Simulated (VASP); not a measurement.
Si: single point with r2SCAN

The system is Si.

```
CELL_PARAMETERS angstrom
-2.28114 2.28114 1.38849
2.28114 -2.28114 1.38849
2.28114 2.28114 -1.38849
ATOMIC_POSITIONS crystal
Si 0.25000 0.75000 0.50000
Si 0.50000 0.50000 0.00000
```

This cell differs from its parent crystal: strain -0.050 along x and y, +0.050 along z.

```
Program             : VASP 6.6.1
Task                : single point
Functional          : r2SCAN
Potentials or basis : VASP PAW PBE potentials, release 64 (Si)
Cutoff              : 520 eV
k mesh              : 26 × 26 × 26
Occupations         : gaussian, width 0.15 eV
Spin                : no spin polarisation
```

```json
{"Pressure": "9.6 GPa", "Band gap on the k mesh": "zero (bands 4 and 5 overlap by 8.20 eV)"}
```

Stress tensor (GPa, compression positive):
```
13.27  0.00  0.00
 0.00 13.27  0.00
 0.00  0.00  2.21
```

Levels at points of the mesh, in eV from the Fermi level:
```
           k point  band 2  band 3  band 4  band 5  band 6  band 7
(0.00, 0.00, 0.00)   -2.24   -2.24   -0.20    1.99    7.16    8.39
(0.50, 0.00, 0.00)   -7.80   -2.49   -2.05   -1.38    0.99    5.40
(0.50, 0.50, 0.00)  -11.37    0.84    0.84    4.17    4.17    7.33
(0.50, 0.50, 0.50)   -8.27   -7.34   -7.34    4.06    4.06   15.11
```

Wall time 19 min on 1 thread of Intel(R) Xeon(R) Platinum 8488C (Sapphire Rapids), with other jobs on the host, peak memory 0.44 GiB.

Caveat: the cell differs from its parent crystal (strain -0.050 along x and y, +0.050 along z); the cell stands under pressure; the PAW data sets were made with another functional, which shifts forces and pressure a little.
